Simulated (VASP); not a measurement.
# VBiO4 (I4_1/amd) in VASP: single point with PBE

Aim: the single point of VBiO4 with PBE.

All numbers are computed with VASP 6.6.1; they aren't measurements. Logs are shortened: lines on timing, memory, paths and dates and some standing lists are left out, and cuts for length are marked.

### Step 1. The cell of the first run

Symmetry: I4_1/amd, No. 141, tetragonal system. Conventional cell: a = 7.303 Å, b = 7.303 Å, c = 6.584 Å, α = 90.00°, β = 90.00°, γ = 90.00°. Within 2.3 Å of V (site symmetry -4m2) lie 4 O at 1.73 Å. Bi (site symmetry -4m2) has 8 O at 2.39 to 2.56 Å and 2 V at 3.29 Å within 3.3 Å. Within 2.4 Å of O (site symmetry m) lie 1 V at 1.73 Å and 1 Bi at 2.39 Å.

### Step 2. Single point, PBE

File INCAR:

```
SYSTEM = VBiO4
ALGO     = Fast           ! electronic algorithm
EDIFF    = 1E-7           ! SCF threshold, eV
ENCUT    = 520            ! plane-wave cutoff, eV
GGA      = PE             ! functional
ISIF     = 2              ! what is computed and relaxed
ISMEAR   = -1             ! smearing method
LASPH    = .True.         ! aspherical terms in the spheres
LCHARG   = .False.        ! write CHGCAR
LREAL    = .False.        ! projectors in reciprocal space
LWAVE    = .False.        ! write WAVECAR
NBANDS   = 64             ! bands
NELM     = 100            ! most SCF steps
PREC     = Accurate       ! precision mode
SIGMA    = 0.02           ! smearing width, eV
```

File KPOINTS:

```
k-points
0
Gamma
  4 4 4
  0 0 0
```

File POSCAR:

```
VBiO4
1.0
   -3.6515000000      3.6515000000      3.2920000000
    3.6515000000     -3.6515000000      3.2920000000
    3.6515000000      3.6515000000     -3.2920000000
V Bi O
2 2 8
Direct
    0.5000000000      0.5000000000      0.0000000000
    0.2500000000      0.7500000000      0.5000000000
    0.7500000000      0.2500000000      0.5000000000
    0.0000000000      0.0000000000      0.0000000000
    0.1508117925      0.3324979492      0.8183138433
    0.0824979492      0.7641841059      0.6816861567
    0.5141841059      0.3324979492      0.1816861567
    0.0824979492      0.4008117925      0.3183138433
    0.5991882075      0.9175020508      0.6816861567
    0.6675020508      0.8491882075      0.1816861567
    0.2358158941      0.9175020508      0.3183138433
    0.6675020508      0.4858158941      0.8183138433
```

Potentials or basis: VASP PAW PBE potentials, release 64 (V_sv, Bi_d, O).

Started as:

```sh
cat potpaw_PBE.64/V_sv/POTCAR potpaw_PBE.64/Bi_d/POTCAR potpaw_PBE.64/O/POTCAR > POTCAR
mpirun -np 1 vasp_std > vasp.out
```

OUTCAR:

```text
SYSTEM = VBiO4
   EDIFF = 1E-7
   ENCUT = 520
   GGA = PE
   ISIF = 2
   ISMEAR = -1
   LASPH = .True.
   LREAL = .False.
   NELM = 100
   PREC = Accurate

 ion  position               nearest neighbor table
   1  0.500  0.500  0.000-   5 1.73  10 1.73   7 1.73  12 1.73   4 3.29   4 3.29
   2  0.250  0.750  0.500-   8 1.73   9 1.73   6 1.73  11 1.73   3 3.29   3 3.29
   3  0.750  0.250  0.500-   7 2.39  12 2.39  10 2.39   5 2.39   6 2.56  11 2.56   9 2.56   8 2.56
                             2 3.29   2 3.29
   4  0.000  0.000  0.000-   6 2.39  11 2.39   9 2.39   8 2.39   7 2.56  12 2.56   5 2.56  10 2.56
                             1 3.29   1 3.29
   5  0.151  0.332  0.818-   1 1.73   3 2.39   4 2.56
   6  0.082  0.764  0.682-   2 1.73   4 2.39   3 2.56
   7  0.514  0.332  0.182-   1 1.73   3 2.39   4 2.56
   8  0.082  0.401  0.318-   2 1.73   4 2.39   3 2.56
   9  0.599  0.918  0.682-   2 1.73   4 2.39   3 2.56
  10  0.668  0.849  0.182-   1 1.73   3 2.39   4 2.56
  11  0.236  0.918  0.318-   2 1.73   4 2.39   3 2.56
  12  0.668  0.486  0.818-   1 1.73   3 2.39   4 2.56

  LATTYP: Found a body centered tetragonal cell.
 ALAT       =     7.3030000000
 C/A-ratio  =     0.9015473093

  Lattice vectors:

 A1 = (  -3.6515000000,   3.6515000000,   3.2920000000)
 A2 = (   3.6515000000,  -3.6515000000,   3.2920000000)
 A3 = (   3.6515000000,   3.6515000000,  -3.2920000000)

Analysis of symmetry for initial positions (statically):
=====================================================================
 Subroutine PRICEL returns:
 Original cell was already a primitive cell.

 Routine SETGRP: Setting up the symmetry group for a
 body centered tetragonal supercell.

 Subroutine GETGRP returns: Found 16 space group operations
 (whereof  8 operations were pure point group operations)
 out of a pool of 16 trial point group operations.

The static configuration has the point symmetry D_2d.
 The point group associated with its full space group is D_4h.

Analysis of symmetry for dynamics (positions and initial velocities):
=====================================================================
 Subroutine PRICEL returns:
 Original cell was already a primitive cell.

 Routine SETGRP: Setting up the symmetry group for a
 body centered tetragonal supercell.

 Subroutine GETGRP returns: Found 16 space group operations
 (whereof  8 operations were pure point group operations)
 out of a pool of 16 trial point group operations.

The dynamic configuration has the point symmetry D_2d.
 The point group associated with its full space group is D_4h.

 Subroutine INISYM returns: Found 16 space group operations
 (whereof  8 operations are pure point group operations),
 and found     1 'primitive' translations

----------------------------------------------------------------------------------------

                                     Primitive cell

  volume of cell :     175.5749

  direct lattice vectors                    reciprocal lattice vectors
    -3.651500000  3.651500000  3.292000000     0.000000000  0.136930029  0.151883354
     3.651500000 -3.651500000  3.292000000     0.136930029  0.000000000  0.151883354
     3.651500000  3.651500000 -3.292000000     0.136930029  0.136930029  0.000000000

  length of vectors
     6.124064704  6.124064704  6.124064704     0.204495442  0.204495442  0.193648304

  position of ions in fractional coordinates (direct lattice)
     0.500000000  0.500000000  0.000000000
     0.250000000  0.750000000  0.500000000
     0.750000000  0.250000000  0.500000000
     0.000000000  0.000000000  0.000000000
     0.150811793  0.332497949  0.818313843
     0.082497949  0.764184106  0.681686157
     0.514184106  0.332497949  0.181686157
     0.082497949  0.400811793  0.318313843
     0.599188207  0.917502051  0.681686157
     0.667502051  0.849188207  0.181686157
     0.235815894  0.917502051  0.318313843
     0.667502051  0.485815894  0.818313843

  ion indices of the primitive-cell ions
   primitive index   ion index
                 1           1
                 2           2
                 3           3
                 4           4
                 5           5
                 6           6
                 7           7
                 8           8
                 9           9
                10          10
                11          11
                12          12

----------------------------------------------------------------------------------------

 KPOINTS: k-points

Automatic generation of k-mesh.
 Grid dimensions read from file:
 generate k-points for:    4    4    4

 Generating k-lattice:

  Cartesian coordinates                     Fractional coordinates (reciprocal lattice)
     0.000000000  0.034232507  0.037970838     0.250000000  0.000000000  0.000000000
     0.034232507  0.000000000  0.037970838     0.000000000  0.250000000  0.000000000
     0.034232507  0.034232507  0.000000000     0.000000000  0.000000000  0.250000000

  Length of vectors
     0.051123861  0.051123861  0.048412076

  Shift w.r.t. Gamma in fractional coordinates (k-lattice)
     0.000000000  0.000000000  0.000000000

 Subroutine IBZKPT returns following result:
 ===========================================

 Found     13 irreducible k-points:

 Following reciprocal coordinates:
            Coordinates               Weight
  0.000000  0.000000  0.000000      1.000000
  0.250000  0.000000  0.000000      8.000000
  0.500000  0.000000  0.000000      4.000000
  0.250000  0.250000  0.000000      8.000000
  0.500000  0.250000  0.000000     16.000000
 -0.250000  0.250000  0.000000      4.000000
  0.500000  0.500000  0.000000      2.000000
  0.250000  0.250000  0.250000      2.000000
 -0.250000  0.250000  0.250000      4.000000
  0.500000  0.500000  0.250000      4.000000
 -0.250000  0.500000  0.250000      8.000000
 -0.250000 -0.250000  0.250000      2.000000
  0.500000  0.500000  0.500000      1.000000
   k-points           NKPTS =     13   k-points in BZ     NKDIM =     13   number of bands    NBANDS=     64
   number of dos      NEDOS =    301   number of ions     NIONS =     12
   total plane-waves  NPLWV = 110592
   dimension x,y,z NGX =    48 NGY =   48 NGZ =   48
   dimension x,y,z NGXF=    96 NGYF=   96 NGZF=   96
   ions per type =               2   2   8
   NGX,Y,Z   is equivalent  to a cutoff of  13.03, 13.03, 13.03 a.u.
   NGXF,Y,Z  is equivalent  to a cutoff of  26.06, 26.06, 26.06 a.u.
 SYSTEM =  VBiO4
   PREC   = accura    normal or accurate (medium, high low for compatibility)
   ISTART =      0    job   : 0-new  1-cont  2-samecut
   ICHARG =      2    charge: 1-file 2-atom 10-const
   ISPIN  =      1    spin polarized calculation?
   LNONCOLLINEAR =      F non collinear calculations
   LSORBIT =      F    spin-orbit coupling
   LASPH  =      T    aspherical Exc in radial PAW
   ENCUT  =  520.0 eV  38.22 Ry    6.18 a.u.  11.39 11.39 11.39*2*pi/ulx,y,z
   NELM   =    100;   NELMIN=  2; NELMDL= -5     # of ELM steps
   EDIFF  = 0.1E-06   stopping-criterion for ELM
   LREAL  =      F    real-space projection
   EDIFFG = 0.1E-05   stopping-criterion for IOM
   NSW    =      0    number of steps for IOM
   IBRION =     -1    ionic relax: 0-MD 1-quasi-New 2-CG
   NFREE  =      0    steps in history (QN), initial steepest desc. (CG)
   ISIF   =      2    stress and relaxation
   ISYM   =      2    0-nonsym 1-usesym 2-fastsym
   POTIM  = 0.5000    time-step for ionic-motion
   TEBEG  =    0.0;   TEEND  =   0.0 temperature during run
   PSTRESS=    0.0 pullay stress
   NELECT =     104.0000    total number of electrons
   NUPDOWN=      -1.0000    fix difference up-down
   EMIN   =  10.00;   EMAX   =-10.00  energy-range for DOS
   EFERMI =   0.00;   METHOD = LEGACY
   ISMEAR =    -1;   SIGMA  =   0.02  broadening in eV -4-tet -1-fermi 0-gaus
   EFERMI_NEDOS =   21; number of points for ismear=-14 and -15
   IALGO  =     68    algorithm
   IMIX   =      4    mixing-type and parameters
     AMIX     =   0.40;   BMIX     =  1.00
     AMIX_MAG =   1.60;   BMIX_MAG =  1.00
  volume/ion in A,a.u.               =      14.63        98.74
  Fermi-wavevector in a.u.,A,eV,Ry     =   1.374881  2.598149 25.719065  1.890298
  Thomas-Fermi vector in A             =   2.500267
   LORBIT       =      0    0 simple, 1 ext, 2 COOP (PROOUT), +10 PAW based schemes
   GGA     = PE    functional components
   LHFCALC =     F    Hartree Fock is set to
   AEXX    =    0.0000 exact exchange contribution
   IVDW    =     0    specifies the selected vdW correction
   LEPSILON=     F    determine dielectric tensor
   LRPA    =     F    only Hartree local field effects (RPA)
 non-spin polarized calculation
 RMM-DIIS sequential band-by-band and
  energy-cutoff  :      520.00
  volume of cell :      175.57
 maximum number of plane-waves:      4748
 NGX is ok and might be reduce to    48
   NGX = 23   NGY = 23   NGZ = 23

 number of electron     104.0000002 magnetization

 Free energy of the ion-electron system (eV)
  ---------------------------------------------------
  ext. energy  EPLUGINS =         0.00000000
  ---------------------------------------------------
  free energy    TOTEN  =       -89.26618772 eV

  energy without entropy =      -89.26618772  energy(sigma->0) =      -89.26618772

 E-fermi :   3.4426     XC(G=0):  -9.9893

 val. band max:        2.7882632527   @ k =   0.5000   0.0000   0.0000
 cond. band min:       5.5765160711   @ k =   0.5000   0.0000   0.0000
 fundamental gap:      2.7882528184
 Fermi energy:         3.4426392793

 k-point     1 :       0.0000    0.0000    0.0000
  band No.  band energies     occupation
      1     -60.9602      2.00000
      2     -60.9599      2.00000
      3     -35.0016      2.00000
      4     -35.0015      2.00000
      5     -34.8650      2.00000
      6     -34.8650      2.00000
[... 860 lines left out ...]
     63       9.1881      0.00000
     64       9.4088      0.00000

------------------------ aborting loop because EDIFF is reached ----------------------------------------

  FORCE on cell =-STRESS in cart. coord.  units (eV):
  Direction    XX          YY          ZZ          XY          YZ          ZX
  --------------------------------------------------------------------------------------
  -------------------------------------------------------------------------------------
  Total        2.1657413      2.1657413     -1.4629716      0.0000000      0.0000000      0.0000000
  in kB       19.7630849     19.7630849    -13.3500860      0.0000000      0.0000000      0.0000000
  external PRESSURE =       8.7253613 kB  Pullay stress =       0.0000000 kB

 VOLUME and BASIS-vectors are now :
 -----------------------------------------------------------------------------
  energy-cutoff  :      520.00
  volume of cell :      175.57
      direct lattice vectors                 reciprocal lattice vectors
    -3.651500000  3.651500000  3.292000000     0.000000000  0.136930029  0.151883354
     3.651500000 -3.651500000  3.292000000     0.136930029  0.000000000  0.151883354
     3.651500000  3.651500000 -3.292000000     0.136930029  0.136930029  0.000000000

 POSITION                                       TOTAL-FORCE (eV/Angst)
 -----------------------------------------------------------------------------------
      0.00000      0.00000      3.29200         0.000000     -0.000000      0.000000
      3.65150      0.00000      1.64600         0.000000     -0.000000      0.000000
      0.00000      3.65150      1.64600         0.000000     -0.000000      0.000000
      0.00000      0.00000      0.00000         0.000000     -0.000000      0.000000
      3.65150      2.32465     -1.10283         0.000000     -0.111642     -0.095579
      4.97835      0.00000      0.54317         0.111642     -0.000000     -0.095579
      0.00000      1.32685      2.18917         0.000000      0.111642     -0.095579
      2.32465     -0.00000      0.54317        -0.111642     -0.000000     -0.095579
      3.65150      1.32685      2.74883         0.000000      0.111642      0.095579
      1.32685      0.00000      4.39483         0.111642     -0.000000      0.095579
      3.65150     -1.32685      2.74883         0.000000     -0.111642      0.095579
      2.32465      3.65150      1.10283        -0.111642     -0.000000      0.095579
 -----------------------------------------------------------------------------------
    total drift:                                0.000000     -0.000000      0.000000

  FREE ENERGIE OF THE ION-ELECTRON SYSTEM (eV)
  ---------------------------------------------------
  free  energy   TOTEN  =       -89.2661877220 eV

  energy  without entropy=      -89.2661877220  energy(sigma->0) =      -89.26618772
```

Wall time 1.9 min (1 thread of Intel Xeon 6975P-C (Granite Rapids), shared host); peak memory 0.37 GiB.

Results:

```yaml
Free_energy: -89.2662 eV
Pressure: 0.9 GPa
Largest_force: 0.147 eV/Å
Band_gap_on_the_k_mesh: 2.79 eV
```

Forces in eV/Å, atoms in the order of the input:
```
V    0.000  0.000  0.000
V    0.000  0.000  0.000
Bi   0.000  0.000  0.000
Bi   0.000  0.000  0.000
O    0.000 -0.112 -0.096
O    0.112  0.000 -0.096
O    0.000  0.112 -0.096
O   -0.112  0.000 -0.096
O    0.000  0.112  0.096
O    0.112  0.000  0.096
O    0.000 -0.112  0.096
O   -0.112  0.000  0.096
```

Stress tensor (GPa, compression positive):
```
 1.98  0.00  0.00
 0.00  1.98  0.00
 0.00  0.00 -1.34
```

Levels at points of the mesh, in eV from the valence-band top:
| k point | band 48 | band 49 | band 50 | band 51 | band 52 | band 53 | band 54 | band 55 | band 56 | band 57 |
| --- | --- | --- | --- | --- | --- | --- | --- | --- | --- | --- |
| (0.00, 0.00, 0.00) | -0.68 | -0.59 | -0.45 | -0.45 | -0.20 | 3.19 | 3.72 | 3.73 | 3.74 | 4.11 |
| (0.50, 0.00, 0.00) | -0.85 | -0.74 | -0.55 | -0.35 | 0.00 | 2.79 | 3.31 | 3.41 | 3.58 | 4.29 |
| (0.50, 0.50, 0.00) | -0.98 | -0.51 | -0.51 | -0.35 | -0.35 | 3.35 | 3.35 | 3.65 | 3.65 | 4.04 |
| (0.50, 0.50, 0.50) | -0.84 | -0.70 | -0.70 | -0.54 | -0.54 | 3.49 | 3.49 | 3.62 | 3.62 | 3.71 |

Caveat: spin-orbit coupling is left out, which moves the levels of the heavy elements.
